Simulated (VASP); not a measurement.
# BN (P6_3/mmc) in VASP: a series of runs

BN is run at these levels: PBE; tasks: electric field gradients.

Program: VASP 6.6.1. These are calculated values, not measurements. Logs are shortened: lines on timing, memory, paths and dates and some standing lists are left out, and cuts for length are marked.

### 1 The cell of the first run

The structure is hexagonal, space group P6_3/mmc (No. 194). The conventional cell has a = 2.496 Å, b = 2.496 Å, c = 6.639 Å, α = 90.00°, β = 90.00°, γ = 120.00°. B (site symmetry -6m2) has 3 N at 1.44 Å within 1.9 Å. N (site symmetry -6m2) has 3 B at 1.44 Å within 1.9 Å.

### 2 Electric field gradients, PBE (volume scaled by 0.99)

INCAR

```
PREC = Accurate
ENCUT = 520
EDIFF = 1E-8
ISMEAR = -1
SIGMA = 0.02
LREAL = F
LASPH = T
NELM = 100
ALGO = Normal
ISIF = 2
LWAVE = F
LCHARG = F
GGA = PE
LEFG = T
NBANDS = 16
```

KPOINTS

```
Automatic mesh
0
Gamma
  11 11 4
```

POSCAR

```
BN
1.0
    2.4956170876      0.0000000000      0.0000000000
   -1.2478085438      2.1612677960      0.0000000000
    0.0000000000      0.0000000000      6.6389215727
B N
2 2
Direct
    0.3333333333      0.6666666667      0.2500000000
    0.6666666667      0.3333333333      0.7500000000
    0.3333333333      0.6666666667      0.7500000000
    0.6666666667      0.3333333333      0.2500000000
```

Potentials or basis: VASP PAW PBE potentials, release 64 (B, N).

On the command line:

```
> cat potpaw_PBE.64/B/POTCAR potpaw_PBE.64/N/POTCAR > POTCAR
> mpirun -np 1 vasp_std > vasp.out
```

OUTCAR:

```text
PREC = Accurate
   ENCUT = 520
   EDIFF = 1E-8
   ISMEAR = -1
   LREAL = F
   LASPH = T
   NELM = 100
   ISIF = 2
   GGA = PE

 ion  position               nearest neighbor table
   1  0.333  0.667  0.250-   4 1.44   4 1.44   4 1.44
   2  0.667  0.333  0.750-   3 1.44   3 1.44   3 1.44
   3  0.333  0.667  0.750-   2 1.44   2 1.44   2 1.44
   4  0.667  0.333  0.250-   1 1.44   1 1.44   1 1.44

  LATTYP: Found a hexagonal cell.
 ALAT       =     2.4956170876
 C/A-ratio  =     2.6602324554

  Lattice vectors:

 A1 = (   2.4956170876,   0.0000000000,   0.0000000000)
 A2 = (  -1.2478085438,   2.1612677960,   0.0000000000)
 A3 = (   0.0000000000,   0.0000000000,   6.6389215727)

Analysis of symmetry for initial positions (statically):
=====================================================================
 Subroutine PRICEL returns:
 Original cell was already a primitive cell.

 Routine SETGRP: Setting up the symmetry group for a
 hexagonal supercell.

 Subroutine GETGRP returns: Found 24 space group operations
 (whereof 12 operations were pure point group operations)
 out of a pool of 24 trial point group operations.

The static configuration has the point symmetry D_3d.
 The point group associated with its full space group is D_6h.

Analysis of symmetry for dynamics (positions and initial velocities):
=====================================================================
 Subroutine PRICEL returns:
 Original cell was already a primitive cell.

 Routine SETGRP: Setting up the symmetry group for a
 hexagonal supercell.

 Subroutine GETGRP returns: Found 24 space group operations
 (whereof 12 operations were pure point group operations)
 out of a pool of 24 trial point group operations.

The dynamic configuration has the point symmetry D_3d.
 The point group associated with its full space group is D_6h.

 Subroutine INISYM returns: Found 24 space group operations
 (whereof 12 operations are pure point group operations),
 and found     1 'primitive' translations

----------------------------------------------------------------------------------------

                                     Primitive cell

  volume of cell :      35.8083

  direct lattice vectors                    reciprocal lattice vectors
     2.495617088  0.000000000  0.000000000     0.400702498  0.231345695  0.000000000
    -1.247808544  2.161267796  0.000000000     0.000000000  0.462691390  0.000000000
     0.000000000  0.000000000  6.638921573     0.000000000  0.000000000  0.150626874

  length of vectors
     2.495617088  2.495617088  6.638921573     0.462691390  0.462691390  0.150626874

  position of ions in fractional coordinates (direct lattice)
     0.333333333  0.666666667  0.250000000
     0.666666667  0.333333333  0.750000000
     0.333333333  0.666666667  0.750000000
     0.666666667  0.333333333  0.250000000

  ion indices of the primitive-cell ions
   primitive index   ion index
                 1           1
                 2           2
                 3           3
                 4           4

----------------------------------------------------------------------------------------

 KPOINTS: Automatic mesh

Automatic generation of k-mesh.
 Grid dimensions read from file:
 generate k-points for:   11   11    4

 Generating k-lattice:

  Cartesian coordinates                     Fractional coordinates (reciprocal lattice)
[... 43 lines left out ...]
   number of dos      NEDOS =    301   number of ions     NIONS =      4
   total plane-waves  NPLWV =  20000
   dimension x,y,z NGX =    20 NGY =   20 NGZ =   50
   dimension x,y,z NGXF=    40 NGYF=   40 NGZF=  100
   ions per type =               2   2
   NGX,Y,Z   is equivalent  to a cutoff of  13.32, 13.32, 12.52 a.u.
   NGXF,Y,Z  is equivalent  to a cutoff of  26.65, 26.65, 25.04 a.u.
 SYSTEM =  unknown system
   PREC   = accura    normal or accurate (medium, high low for compatibility)
   ISTART =      0    job   : 0-new  1-cont  2-samecut
   ICHARG =      2    charge: 1-file 2-atom 10-const
   ISPIN  =      1    spin polarized calculation?
   LNONCOLLINEAR =      F non collinear calculations
   LSORBIT =      F    spin-orbit coupling
   LASPH  =      T    aspherical Exc in radial PAW
   ENCUT  =  520.0 eV  38.22 Ry    6.18 a.u.   4.64  4.64 12.34*2*pi/ulx,y,z
   NELM   =    100;   NELMIN=  2; NELMDL= -5     # of ELM steps
   EDIFF  = 0.1E-07   stopping-criterion for ELM
   LREAL  =      F    real-space projection
   EDIFFG = 0.1E-06   stopping-criterion for IOM
   NSW    =      0    number of steps for IOM
   IBRION =     -1    ionic relax: 0-MD 1-quasi-New 2-CG
   NFREE  =      0    steps in history (QN), initial steepest desc. (CG)
   ISIF   =      2    stress and relaxation
   ISYM   =      2    0-nonsym 1-usesym 2-fastsym
   POTIM  = 0.5000    time-step for ionic-motion
   TEBEG  =    0.0;   TEEND  =   0.0 temperature during run
   PSTRESS=    0.0 pullay stress
   NELECT =      16.0000    total number of electrons
   NUPDOWN=      -1.0000    fix difference up-down
   EMIN   =  10.00;   EMAX   =-10.00  energy-range for DOS
   EFERMI =   0.00;   METHOD = LEGACY
   ISMEAR =    -1;   SIGMA  =   0.02  broadening in eV -4-tet -1-fermi 0-gaus
   EFERMI_NEDOS =   21; number of points for ismear=-14 and -15
   IALGO  =     38    algorithm
   IMIX   =      4    mixing-type and parameters
     AMIX     =   0.40;   BMIX     =  1.00
     AMIX_MAG =   1.60;   BMIX_MAG =  1.00
  volume/ion in A,a.u.               =       8.95        60.41
  Fermi-wavevector in a.u.,A,eV,Ry     =   1.251565  2.365115 21.312375  1.566415
  Thomas-Fermi vector in A             =   2.385507
   LORBIT       =      0    0 simple, 1 ext, 2 COOP (PROOUT), +10 PAW based schemes
   GGA     = PE    functional components
   LHFCALC =     F    Hartree Fock is set to
   AEXX    =    0.0000 exact exchange contribution
   IVDW    =     0    specifies the selected vdW correction
   LEPSILON=     F    determine dielectric tensor
   LRPA    =     F    only Hartree local field effects (RPA)
 non-spin polarized calculation
  energy-cutoff  :      520.00
  volume of cell :       35.81
 maximum number of plane-waves:       985
 NGX is ok and might be reduce to    20
   NGX =  9   NGY =  9   NGZ = 25

 number of electron      15.9999997 magnetization

 Free energy of the ion-electron system (eV)
  ---------------------------------------------------
  ext. energy  EPLUGINS =         0.00000000
  ---------------------------------------------------
  free energy    TOTEN  =       -35.14391978 eV

  energy without entropy =      -35.14391978  energy(sigma->0) =      -35.14391978

 E-fermi :   2.7841     XC(G=0): -10.0919

 val. band max:        2.3474295628   @ k =   0.3636   0.2727   0.0000
 cond. band min:       6.6929949689   @ k =   0.4545   0.0909   0.0000
 fundamental gap:      4.3455654061
 Fermi energy:         2.7840668231

 k-point     1 :       0.0000    0.0000    0.0000
  band No.  band energies     occupation
      1     -15.5402      2.00000
      2     -15.2463      2.00000
      3      -3.9458      2.00000
      4      -1.8248      2.00000
      5       0.9996      2.00000
      6       0.9996      2.00000
[... 433 lines left out ...]
      3      -2.4292      2.00000
      4      -2.3685      2.00000
      5      -2.1287      2.00000
      6      -0.8464      2.00000
[... 8 lines left out ...]
     15      17.3410      0.00000
     16      17.3730      0.00000

 [... further k-points ...]

------------------------ aborting loop because EDIFF is reached ----------------------------------------

  FORCE on cell =-STRESS in cart. coord.  units (eV):
  Direction    XX          YY          ZZ          XY          YZ          ZX
  --------------------------------------------------------------------------------------
  -------------------------------------------------------------------------------------
  Total        1.6693998      1.6693998      0.6335324      0.0000000      0.0000000      0.0000000
  in kB       74.6942002     74.6942002     28.3462306      0.0000000      0.0000000      0.0000000
  external PRESSURE =      59.2448770 kB  Pullay stress =       0.0000000 kB

 VOLUME and BASIS-vectors are now :
 -----------------------------------------------------------------------------
  energy-cutoff  :      520.00
  volume of cell :       35.81
      direct lattice vectors                 reciprocal lattice vectors
     2.495617088  0.000000000  0.000000000     0.400702498  0.231345695  0.000000000
    -1.247808544  2.161267796  0.000000000     0.000000000  0.462691390  0.000000000
     0.000000000  0.000000000  6.638921573     0.000000000  0.000000000  0.150626874

 POSITION                                       TOTAL-FORCE (eV/Angst)
 -----------------------------------------------------------------------------------
     -0.00000      1.44085      1.65973        -0.000000     -0.000000      0.000000
      1.24781      0.72042      4.97919         0.000000      0.000000      0.000000
     -0.00000      1.44085      4.97919         0.000000     -0.000000      0.000000
      1.24781      0.72042      1.65973        -0.000000      0.000000      0.000000
 -----------------------------------------------------------------------------------
    total drift:                                0.000000     -0.000000      0.000000

  FREE ENERGIE OF THE ION-ELECTRON SYSTEM (eV)
  ---------------------------------------------------
  free  energy   TOTEN  =       -35.1439197839 eV

  energy  without entropy=      -35.1439197839  energy(sigma->0) =      -35.14391978

 Electric field gradients (V/A^2)
---------------------------------------------------------------------
 ion       V_xx      V_yy      V_zz      V_xy      V_xz      V_yz
---------------------------------------------------------------------
   1     -17.665   -17.665    35.331     0.000    -0.000     0.000
   2     -17.665   -17.665    35.331     0.000     0.000    -0.000
   3      -1.378    -1.378     2.756    -0.001     0.000    -0.000
   4      -1.378    -1.378     2.756    -0.001    -0.000     0.000
---------------------------------------------------------------------

 Electric field gradients after diagonalization (V/A^2)
 (convention: |V_zz| > |V_xx| > |V_yy|)
----------------------------------------------------------------------
 ion       V_xx      V_yy      V_zz     asymmetry (V_yy - V_xx)/ V_zz
----------------------------------------------------------------------
   1     -17.666   -17.665    35.331       0.000
   2     -17.666   -17.665    35.331       0.000
   3      -1.379    -1.377     2.756       0.000
   4      -1.379    -1.377     2.756       0.000
----------------------------------------------------------------------

           NMR quadrupolar parameters

 Cq : quadrupolar parameter    Cq=e*Q*V_zz/h
 eta: asymmetry parameters     (V_yy - V_xx)/ V_zz
 Q  : nuclear electric quadrupole moment in mb (millibarn)
----------------------------------------------------------------------
 ion       Cq(MHz)       eta       Q (mb)
----------------------------------------------------------------------
   1       0.085       0.000       1.000
   2       0.085       0.000       1.000
   3       0.007       0.000       1.000
   4       0.007       0.000       1.000
----------------------------------------------------------------------
```

Wall time 12 s (1 thread of Intel Xeon 6975P-C (Granite Rapids), shared host); peak memory 0.16 GiB.

What came out:

```yaml
Free_energy: -35.1439 eV
Pressure: 5.9 GPa
Band_gap_on_the_k_mesh: 4.35 eV, indirect (least direct gap 4.69 eV)
```

Stress tensor (GPa, compression positive):
```
7.47 0.00 0.00
0.00 7.47 0.00
0.00 0.00 2.83
```

Levels at points of the mesh, in eV from the valence-band top:
```tsv
k point	band 6	band 7	band 8	band 9	band 10	band 11
(0.00, 0.00, 0.00)	-1.35	-1.31	-1.31	5.23	10.33	11.60
(0.00, 0.00, 0.50)	-1.33	-1.33	-1.33	7.61	7.61	11.66
```

Electric field gradients, principal values (V/Å²):
```csv
atom,least,middle,greatest (by size)
1 B,-17.665,-17.666,35.331
2 B,-17.665,-17.666,35.331
3 N,-1.377,-1.379,2.756
4 N,-1.377,-1.379,2.756
```

Caveat: without QUAD_EFG the Cq values of the log hold for a quadrupole moment of 1 mb, not for the nuclei; this functional lacks dispersion, which binds the layers, so the pressure and a relaxed spacing across them are unreliable. A k mesh can miss the band edges.

### 3 Electric field gradients, PBE (volume scaled by 0.99)

INCAR

```
SYSTEM = BN
  PREC = Accurate
  ENCUT = 520
  EDIFF = 1E-8
  ISMEAR = -1
  SIGMA = 0.02
  LREAL = .False.
  LASPH = .True.
  NELM = 100
  ALGO = Normal
  ISIF = 2
  LWAVE = .False.
  LCHARG = .False.
  GGA = PE
  LEFG = .True.
  NBANDS = 16
```

KPOINTS

```
regular mesh
0
Gamma
  11 11 4
  0 0 0
```

POSCAR is that of step 2.

Potentials or basis: VASP PAW PBE potentials, release 64 (B, N).

On the command line:

```
> cat potpaw_PBE.64/B/POTCAR potpaw_PBE.64/N/POTCAR > POTCAR
> mpirun -np 1 vasp_std > vasp.out
```

OUTCAR:

```text
SYSTEM = BN
   PREC = Accurate
   ENCUT = 520
   EDIFF = 1E-8
   ISMEAR = -1
   LREAL = .False.
   LASPH = .True.
   NELM = 100
   ISIF = 2
   GGA = PE

 ion  position               nearest neighbor table
   1  0.333  0.667  0.250-   4 1.44   4 1.44   4 1.44
   2  0.667  0.333  0.750-   3 1.44   3 1.44   3 1.44
   3  0.333  0.667  0.750-   2 1.44   2 1.44   2 1.44
   4  0.667  0.333  0.250-   1 1.44   1 1.44   1 1.44

  LATTYP: Found a hexagonal cell.
 ALAT       =     2.4956170876
 C/A-ratio  =     2.6602324554

  Lattice vectors:

 A1 = (   2.4956170876,   0.0000000000,   0.0000000000)
 A2 = (  -1.2478085438,   2.1612677960,   0.0000000000)
 A3 = (   0.0000000000,   0.0000000000,   6.6389215727)

Analysis of symmetry for initial positions (statically):
=====================================================================
 Subroutine PRICEL returns:
 Original cell was already a primitive cell.
[... 662 lines left out ...]
     -0.00000      1.44085      1.65973        -0.000000     -0.000000      0.000000
      1.24781      0.72042      4.97919         0.000000      0.000000      0.000000
     -0.00000      1.44085      4.97919         0.000000     -0.000000      0.000000
      1.24781      0.72042      1.65973        -0.000000      0.000000      0.000000
 -----------------------------------------------------------------------------------
    total drift:                                0.000000     -0.000000      0.000000

  FREE ENERGIE OF THE ION-ELECTRON SYSTEM (eV)
  ---------------------------------------------------
  free  energy   TOTEN  =       -35.1439197839 eV

  energy  without entropy=      -35.1439197839  energy(sigma->0) =      -35.14391978

 Electric field gradients (V/A^2)
---------------------------------------------------------------------
 ion       V_xx      V_yy      V_zz      V_xy      V_xz      V_yz
---------------------------------------------------------------------
   1     -17.665   -17.665    35.331     0.000    -0.000     0.000
   2     -17.665   -17.665    35.331     0.000     0.000    -0.000
   3      -1.378    -1.378     2.756    -0.001     0.000    -0.000
   4      -1.378    -1.378     2.756    -0.001    -0.000     0.000
---------------------------------------------------------------------

 Electric field gradients after diagonalization (V/A^2)
 (convention: |V_zz| > |V_xx| > |V_yy|)
----------------------------------------------------------------------
 ion       V_xx      V_yy      V_zz     asymmetry (V_yy - V_xx)/ V_zz
----------------------------------------------------------------------
   1     -17.666   -17.665    35.331       0.000
   2     -17.666   -17.665    35.331       0.000
   3      -1.379    -1.377     2.756       0.000
   4      -1.379    -1.377     2.756       0.000
----------------------------------------------------------------------

           NMR quadrupolar parameters

 Cq : quadrupolar parameter    Cq=e*Q*V_zz/h
 eta: asymmetry parameters     (V_yy - V_xx)/ V_zz
 Q  : nuclear electric quadrupole moment in mb (millibarn)
----------------------------------------------------------------------
 ion       Cq(MHz)       eta       Q (mb)
----------------------------------------------------------------------
   1       0.085       0.000       1.000
   2       0.085       0.000       1.000
   3       0.007       0.000       1.000
   4       0.007       0.000       1.000
----------------------------------------------------------------------
```

OSZICAR:

```text
N       E                     dE             d eps       ncg     rms          rms(c)
DAV:   1     0.502094367338E+02    0.50209E+02   -0.79955E+03  1536   0.925E+02
DAV:   2    -0.354687683809E+02   -0.85678E+02   -0.77481E+02  2048   0.222E+02
DAV:   3    -0.387517924127E+02   -0.32830E+01   -0.32692E+01  2056   0.432E+01
DAV:   4    -0.387724811265E+02   -0.20689E-01   -0.20685E-01  1880   0.382E+00
DAV:   5    -0.387726713707E+02   -0.19024E-03   -0.19024E-03  1984   0.346E-01    0.114E+01
DAV:   6    -0.355131876618E+02    0.32595E+01   -0.52104E+00  1976   0.176E+01    0.511E+00
DAV:   7    -0.352228799267E+02    0.29031E+00   -0.58463E-01  2064   0.558E+00    0.318E+00
DAV:   8    -0.351474982299E+02    0.75382E-01   -0.23465E-01  1984   0.326E+00    0.470E-01
DAV:   9    -0.351428745393E+02    0.46237E-02   -0.15277E-02  1784   0.101E+00    0.198E-01
DAV:  10    -0.351438100043E+02   -0.93546E-03   -0.13379E-03  1824   0.278E-01    0.355E-02
DAV:  11    -0.351439062580E+02   -0.96254E-04   -0.10033E-04  1848   0.806E-02    0.253E-02
DAV:  12    -0.351439195303E+02   -0.13272E-04   -0.30600E-05  1656   0.387E-02    0.286E-03
DAV:  13    -0.351439196689E+02   -0.13860E-06   -0.74071E-07  2120   0.657E-03    0.926E-04
DAV:  14    -0.351439197829E+02   -0.11402E-06   -0.15490E-07  1656   0.264E-03    0.191E-04
DAV:  15    -0.351439197839E+02   -0.99158E-09   -0.16940E-09  1712   0.336E-04
   1 F= -.35143920E+02 E0= -.35143920E+02  d E =-.592917E-11
```

stdout:

```text
POSCAR found type information on POSCAR B N
 POSCAR found :  2 types and       4 ions
 scaLAPACK will be used
 LDA part: xc-table for (Slater+PW92), standard interpolation
 POSCAR, INCAR and KPOINTS ok, starting setup
 FFT: planning ... GRIDC
 FFT: planning ... GRID_SOFT
 FFT: planning ... GRID
 WAVECAR not read
 entering main loop
ion   1

ion   2

ion   3

ion   4
```

Wall time 15 s (1 thread of Intel Xeon 6975P-C (Granite Rapids), shared host); peak memory 0.16 GiB.

What came out:

* Free energy: -35.1439 eV
* Pressure: 5.9 GPa
* Band gap on the k mesh: 4.35 eV, indirect (least direct gap 4.69 eV)

Electric field gradients, principal values (V/Å²):
```
atom    least   middle  greatest (by size)
 1 B  -17.665  -17.666              35.331
 2 B  -17.665  -17.666              35.331
 3 N   -1.377   -1.379               2.756
 4 N   -1.377   -1.379               2.756
```

Caveat: without QUAD_EFG the Cq values of the log hold for a quadrupole moment of 1 mb, not for the nuclei; this functional lacks dispersion, which binds the layers, so the pressure and a relaxed spacing across them are unreliable.
